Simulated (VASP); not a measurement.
# HfB (Fm-3m) in VASP: a series of runs

Runs on HfB. Level: PBE. Tasks: single point.

Program: VASP 6.6.1. These are calculated values, not measurements. Logs are shortened: lines on timing, memory, paths and dates and some standing lists are left out, and cuts for length are marked.

## Step 1: The cell of the first run

It takes space group Fm-3m (No. 225, cubic). Conventional cell: a = 4.620 Å, b = 4.620 Å, c = 4.620 Å, α = 90.00°, β = 90.00°, γ = 90.00°. Hf (site symmetry m-3m) has 6 B at 2.31 Å within 3.1 Å. Within 3.1 Å of B (site symmetry m-3m) lie 6 Hf at 2.31 Å.

## Step 2: Single point, PBE, collinear spin, ferromagnetic start

INCAR

```
PREC = Accurate
ENCUT = 520
EDIFF = 1E-7
ISMEAR = -1
SIGMA = 0.05
LREAL = F
LASPH = T
NELM = 150
ALGO = Normal
ISIF = 2
LWAVE = F
LCHARG = F
ISPIN = 2
MAGMOM = 0.15 0
LORBIT = 11
NUPDOWN = 0.15
LMAXMIX = 4
GGA = PE
NBANDS = 18
```

KPOINTS

```
Automatic mesh
0
Gamma
  11 11 11
```

POSCAR

```
HfB
1.0
    0.0000000000      2.3100000000      2.3100000000
    2.3100000000      0.0000000000      2.3100000000
    2.3100000000      2.3100000000      0.0000000000
Hf B
1 1
Direct
    0.5000000000      0.5000000000      0.5000000000
    0.0000000000      0.0000000000      0.0000000000
```

Potentials or basis: VASP PAW PBE potentials, release 64 (Hf_pv, B).

Started as:

```console
$ cat potpaw_PBE.64/Hf_pv/POTCAR potpaw_PBE.64/B/POTCAR > POTCAR
$ mpirun -np 1 vasp_std > vasp.out
```

OUTCAR:

```text
PREC = Accurate
   ENCUT = 520
   EDIFF = 1E-7
   ISMEAR = -1
   LREAL = F
   LASPH = T
   NELM = 150
   ISIF = 2
   ISPIN = 2
   LORBIT = 11
   NUPDOWN = 0.15
   GGA = PE

 ion  position               nearest neighbor table
   1  0.500  0.500  0.500-   2 2.31   2 2.31   2 2.31   2 2.31   2 2.31   2 2.31
   2  0.000  0.000  0.000-   1 2.31   1 2.31   1 2.31   1 2.31   1 2.31   1 2.31

  LATTYP: Found a face centered cubic cell.
 ALAT       =     4.6200000000

  Lattice vectors:

 A1 = (   0.0000000000,   2.3100000000,   2.3100000000)
 A2 = (   2.3100000000,   0.0000000000,   2.3100000000)
 A3 = (   2.3100000000,   2.3100000000,   0.0000000000)

Analysis of symmetry for initial positions (statically):
=====================================================================
 Subroutine PRICEL returns:
 Original cell was already a primitive cell.

 Routine SETGRP: Setting up the symmetry group for a
 face centered cubic supercell.

 Subroutine GETGRP returns: Found 48 space group operations
[... 9 lines left out ...]

 Routine SETGRP: Setting up the symmetry group for a
 face centered cubic supercell.

 Subroutine GETGRP returns: Found 48 space group operations
 (whereof 48 operations were pure point group operations)
 out of a pool of 48 trial point group operations.

The dynamic configuration has the point symmetry O_h .

Analysis of structural, dynamic, and magnetic symmetry:
=====================================================================
 Subroutine PRICEL returns:
 Original cell was already a primitive cell.

 Routine SETGRP: Setting up the symmetry group for a
 face centered cubic supercell.

 Subroutine GETGRP returns: Found 48 space group operations
 (whereof 48 operations were pure point group operations)
 out of a pool of 48 trial point group operations.

The overall configuration has the point symmetry O_h .

 Subroutine INISYM returns: Found 48 space group operations
[... 5 lines left out ...]
                                     Primitive cell

  volume of cell :      24.6528

  direct lattice vectors                    reciprocal lattice vectors
     0.000000000  2.310000000  2.310000000    -0.216450216  0.216450216  0.216450216
     2.310000000  0.000000000  2.310000000     0.216450216 -0.216450216  0.216450216
     2.310000000  2.310000000  0.000000000     0.216450216  0.216450216 -0.216450216

  length of vectors
     3.266833329  3.266833329  3.266833329     0.374902772  0.374902772  0.374902772

  position of ions in fractional coordinates (direct lattice)
     0.500000000  0.500000000  0.500000000
     0.000000000  0.000000000  0.000000000

  ion indices of the primitive-cell ions
   primitive index   ion index
                 1           1
                 2           2

----------------------------------------------------------------------------------------

 KPOINTS: Automatic mesh

Automatic generation of k-mesh.
 Grid dimensions read from file:
 generate k-points for:   11   11   11

 Generating k-lattice:

  Cartesian coordinates                     Fractional coordinates (reciprocal lattice)
    -0.019677292  0.019677292  0.019677292     0.090909091  0.000000000  0.000000000
     0.019677292 -0.019677292  0.019677292     0.000000000  0.090909091  0.000000000
     0.019677292  0.019677292 -0.019677292     0.000000000  0.000000000  0.090909091

  Length of vectors
     0.034082070  0.034082070  0.034082070

  Shift w.r.t. Gamma in fractional coordinates (k-lattice)
     0.000000000  0.000000000  0.000000000

 Subroutine IBZKPT returns following result:
 ===========================================

 Found     56 irreducible k-points:

 Following reciprocal coordinates:
            Coordinates               Weight
  0.000000  0.000000  0.000000      1.000000
  0.090909  0.000000  0.000000      8.000000
  0.181818  0.000000  0.000000      8.000000
  0.272727  0.000000  0.000000      8.000000
  0.363636  0.000000  0.000000      8.000000
  0.454545  0.000000  0.000000      8.000000
[... 16 lines left out ...]
 -0.272727  0.181818  0.000000     24.000000
 -0.181818  0.181818  0.000000     12.000000
 [... further k-points ...]
   k-points           NKPTS =     56   k-points in BZ     NKDIM =     56   number of bands    NBANDS=     18
   number of dos      NEDOS =    301   number of ions     NIONS =      2
   total plane-waves  NPLWV =  13824
   dimension x,y,z NGX =    24 NGY =   24 NGZ =   24
   dimension x,y,z NGXF=    48 NGYF=   48 NGZF=   48
   ions per type =               1   1
   NGX,Y,Z   is equivalent  to a cutoff of  12.21, 12.21, 12.21 a.u.
   NGXF,Y,Z  is equivalent  to a cutoff of  24.43, 24.43, 24.43 a.u.
 SYSTEM =  unknown system
   PREC   = accura    normal or accurate (medium, high low for compatibility)
   ISTART =      0    job   : 0-new  1-cont  2-samecut
   ICHARG =      2    charge: 1-file 2-atom 10-const
   ISPIN  =      2    spin polarized calculation?
   LNONCOLLINEAR =      F non collinear calculations
   LSORBIT =      F    spin-orbit coupling
   LASPH  =      T    aspherical Exc in radial PAW
   ENCUT  =  520.0 eV  38.22 Ry    6.18 a.u.   6.07  6.07  6.07*2*pi/ulx,y,z
   NELM   =    150;   NELMIN=  2; NELMDL= -5     # of ELM steps
   EDIFF  = 0.1E-06   stopping-criterion for ELM
   LREAL  =      F    real-space projection
   EDIFFG = 0.1E-05   stopping-criterion for IOM
   NSW    =      0    number of steps for IOM
   IBRION =     -1    ionic relax: 0-MD 1-quasi-New 2-CG
   NFREE  =      0    steps in history (QN), initial steepest desc. (CG)
   ISIF   =      2    stress and relaxation
   ISYM   =      2    0-nonsym 1-usesym 2-fastsym
   POTIM  = 0.5000    time-step for ionic-motion
   TEBEG  =    0.0;   TEEND  =   0.0 temperature during run
   PSTRESS=    0.0 pullay stress
   NELECT =      13.0000    total number of electrons
   NUPDOWN=       0.1500    fix difference up-down
   EMIN   =  10.00;   EMAX   =-10.00  energy-range for DOS
   EFERMI =   0.00;   METHOD = LEGACY
   ISMEAR =    -1;   SIGMA  =   0.05  broadening in eV -4-tet -1-fermi 0-gaus
   EFERMI_NEDOS =   21; number of points for ismear=-14 and -15
   IALGO  =     38    algorithm
   IMIX   =      4    mixing-type and parameters
     AMIX     =   0.40;   BMIX     =  1.00
     AMIX_MAG =   1.60;   BMIX_MAG =  1.00
  volume/ion in A,a.u.               =      12.33        83.18
  Fermi-wavevector in a.u.,A,eV,Ry     =   1.322617  2.499383 23.800871  1.749315
  Thomas-Fermi vector in A             =   2.452285
   LORBIT       =     11    0 simple, 1 ext, 2 COOP (PROOUT), +10 PAW based schemes
   GGA     = PE    functional components
   LHFCALC =     F    Hartree Fock is set to
   AEXX    =    0.0000 exact exchange contribution
   IVDW    =     0    specifies the selected vdW correction
   LEPSILON=     F    determine dielectric tensor
   LRPA    =     F    only Hartree local field effects (RPA)
 spin polarized calculation
  energy-cutoff  :      520.00
  volume of cell :       24.65
 maximum number of plane-waves:       674
   NGX = 13   NGY = 13   NGZ = 13

 number of electron      13.0000002 magnetization       0.1500000

 Free energy of the ion-electron system (eV)
  ---------------------------------------------------
  ext. energy  EPLUGINS =         0.00000000
  ---------------------------------------------------
  free energy    TOTEN  =       -17.14548893 eV

  energy without entropy =      -17.13680342  energy(sigma->0) =      -17.14114617

 E-fermi :   5.0750     XC(G=0): -12.3025

 val. band max:        5.1929002992   @ k =  -0.1818   0.0909   0.0000
 cond. band min:       5.1042077409   @ k =  -0.4545   0.2727   0.0000
 fundamental gap:     -0.0886925583
 Fermi energy:         5.2441409382

 spin component 1

 k-point     1 :       0.0000    0.0000    0.0000
  band No.  band energies     occupation
      1     -23.1857      1.00000
      2     -23.1857      1.00000
      3     -23.1857      1.00000
      4      -4.4918      1.00000
      5       7.2998      0.00000
      6       7.2998      0.00000
[... 10 lines left out ...]
     17      30.6893      0.00000
     18      30.6893      0.00000

 k-point     2 :       0.0909    0.0000    0.0000
  band No.  band energies     occupation
      1     -23.2479      1.00000
      2     -23.1919      1.00000
      3     -23.1919      1.00000
      4      -4.2526      1.00000
      5       6.5100      0.00000
      6       7.0168      0.00000
[... 10 lines left out ...]
     17      29.3304      0.00000
     18      29.3304      0.00000
[... 442 lines left out ...]
 k-point    24 :      -0.1818    0.1818    0.0000
  band No.  band energies     occupation
      1     -23.5935      1.00000
      2     -23.3526      1.00000
      3     -23.2191      1.00000
      4      -2.2496      1.00000
      5       3.5711      1.00000
      6       4.5578      1.00000
[... 10 lines left out ...]
     17      25.9962      0.00000
     18      26.3954      0.00000

 [... further k-points ...]

 spin component 2

 k-point     1 :       0.0000    0.0000    0.0000
  band No.  band energies     occupation
      1     -23.1561      1.00000
      2     -23.1561      1.00000
      3     -23.1561      1.00000
      4      -4.4010      1.00000
      5       7.3554      0.00000
      6       7.3554      0.00000
[... 10 lines left out ...]
     17      30.7517      0.00000
     18      30.7518      0.00000

 k-point     2 :       0.0909    0.0000    0.0000
  band No.  band energies     occupation
      1     -23.2180      1.00000
      2     -23.1624      1.00000
      3     -23.1624      1.00000
      4      -4.1619      1.00000
      5       6.5781      0.00000
      6       7.0905      0.00000
[... 10 lines left out ...]
     17      29.3927      0.00000
     18      29.3928      0.00000
[... 442 lines left out ...]
 k-point    24 :      -0.1818    0.1818    0.0000
  band No.  band energies     occupation
      1     -23.5621      1.00000
      2     -23.3224      1.00000
      3     -23.1895      1.00000
      4      -2.1587      1.00000
      5       3.6632      1.00000
      6       4.6279      0.99987
[... 10 lines left out ...]
     17      26.0676      0.00000
     18      26.4591      0.00000

 [... further k-points ...]
[... 5 lines left out ...]
  --------------------------------------------------------------------------------------
  -------------------------------------------------------------------------------------
  Total        4.7302675      4.7302675      4.7302675      0.0000000      0.0000000     -0.0000000
  in kB      307.4187500    307.4187500    307.4187500      0.0000000      0.0000000     -0.0000000
  external PRESSURE =     307.4187500 kB  Pullay stress =       0.0000000 kB

 VOLUME and BASIS-vectors are now :
 -----------------------------------------------------------------------------
  energy-cutoff  :      520.00
  volume of cell :       24.65
      direct lattice vectors                 reciprocal lattice vectors
     0.000000000  2.310000000  2.310000000    -0.216450216  0.216450216  0.216450216
     2.310000000  0.000000000  2.310000000     0.216450216 -0.216450216  0.216450216
     2.310000000  2.310000000  0.000000000     0.216450216  0.216450216 -0.216450216

 POSITION                                       TOTAL-FORCE (eV/Angst)
 -----------------------------------------------------------------------------------
      2.31000      2.31000      2.31000         0.000000      0.000000     -0.000000
      0.00000      0.00000      0.00000        -0.000000     -0.000000      0.000000
 -----------------------------------------------------------------------------------
    total drift:                                0.000000     -0.000000      0.000000

  FREE ENERGIE OF THE ION-ELECTRON SYSTEM (eV)
  ---------------------------------------------------
  free  energy   TOTEN  =       -17.1454889280 eV

  energy  without entropy=      -17.1368034155  energy(sigma->0) =      -17.14114617

 total charge

# of ion       s       p       d       tot
------------------------------------------
    1        0.356   6.669   1.869   8.894
    2        0.798   1.154   0.000   1.952
--------------------------------------------------
tot          1.155   7.822   1.869  10.846

 magnetization (x)

# of ion       s       p       d       tot
------------------------------------------
    1        0.001   0.009   0.056   0.066
    2        0.003   0.042   0.000   0.045
--------------------------------------------------
tot          0.003   0.051   0.056   0.111
```

It took 14 s on 1 thread of Intel Xeon 6975P-C (Granite Rapids), shared host; peak memory 0.17 GiB.

What came out:

| Property | Result |
| --- | --- |
| Free energy | -17.1455 eV |
| Pressure | 30.7 GPa |
| Net moment | 0.15 μB per cell |
| Site moments | Hf +0.07; B +0.04 μB |
| Valence electrons inside the program's atomic spheres | Hf 8.89; B 1.95 |

Caveat: spin-orbit coupling is left out, which moves the levels of the heavy elements; the total moment is fixed, so each spin has its own Fermi level.

## Step 3: Single point, PBE, collinear spin, ferromagnetic start

INCAR

```
  PREC = Accurate
  ENCUT = 520
  EDIFF = 1E-6
  ISMEAR = -1
  SIGMA = 0.05
  LREAL = False
  LASPH = True
  NELM = 150
  ALGO = Normal
  ISIF = 2
  LWAVE = False
  LCHARG = True
  ISPIN = 2
  MAGMOM = 0.3 0
  LORBIT = 11
  NUPDOWN = 0.3
  LMAXMIX = 4
  GGA = PE
  LELF = True
  LVHAR = True
  NBANDS = 18
```

KPOINTS

```
regular mesh
0
Gamma
  11 11 11
```

POSCAR is that of step 2.

Potentials or basis: VASP PAW PBE potentials, release 64 (Hf_pv, B).

Started as:

```console
$ cat potpaw_PBE.64/Hf_pv/POTCAR potpaw_PBE.64/B/POTCAR > POTCAR
$ mpirun -np 1 vasp_std > vasp.out
```

It took 13 s on 1 thread of Intel Xeon 6975P-C (Granite Rapids), shared host; peak memory 0.17 GiB.

The run converged. Its results:

* Free energy: -17.1242 eV
* Pressure: 30.9 GPa
* Net moment: 0.30 μB per cell
* Site moments: Hf +0.13; B +0.09 μB
* Valence electrons inside the program's atomic spheres: Hf 8.89; B 1.95

Caveat: spin-orbit coupling is left out, which moves the levels of the heavy elements; the total moment is fixed, so each spin has its own Fermi level.

## Step 4: Single point, PBE, collinear spin, ferromagnetic start

INCAR

```
SYSTEM = HfB
ALGO     = Normal         ! electronic algorithm
EDIFF    = 1E-6           ! SCF threshold, eV
ENCUT    = 520            ! plane-wave cutoff, eV
GGA      = PE             ! functional
ISIF     = 2              ! what is computed and relaxed
ISMEAR   = -1             ! smearing method
ISPIN    = 2              ! spin polarisation
LASPH    = .TRUE.         ! aspherical terms in the spheres
LCHARG   = .TRUE.         ! write CHGCAR
LELF     = .TRUE.         ! ELF
LMAXMIX  = 4              ! l up to which the mixer works
LORBIT   = 11             ! projections on sites
LREAL    = .FALSE.        ! projectors in reciprocal space
LVHAR    = .TRUE.       
LWAVE    = .FALSE.        ! write WAVECAR
MAGMOM   = 0.3 0          ! initial moments
NBANDS   = 18             ! bands
NELM     = 150            ! most SCF steps
NUPDOWN  = 0.3            ! fixed moment
PREC     = Accurate       ! precision mode
SIGMA    = 0.05           ! smearing width, eV
```

KPOINTS

```
k-points
0
G
  11 11 11
  0 0 0
```

POSCAR is that of step 3.

Started as:

```console
$ cat potpaw_PBE.64/Hf_pv/POTCAR potpaw_PBE.64/B/POTCAR > POTCAR
$ mpirun -np 1 vasp_std > vasp.out
```

Wall time 13 s (1 thread of Intel Xeon 6975P-C (Granite Rapids), shared host); peak memory 0.17 GiB.

The run converged. Its results:

* Free energy: -17.1242 eV
* Pressure: 30.9 GPa
* Net moment: 0.30 μB per cell
* Site moments: Hf +0.13; B +0.09 μB
* Valence electrons inside the program's atomic spheres: Hf 8.89; B 1.95

Caveat: spin-orbit coupling is left out, which moves the levels of the heavy elements; the total moment is fixed, so each spin has its own Fermi level.
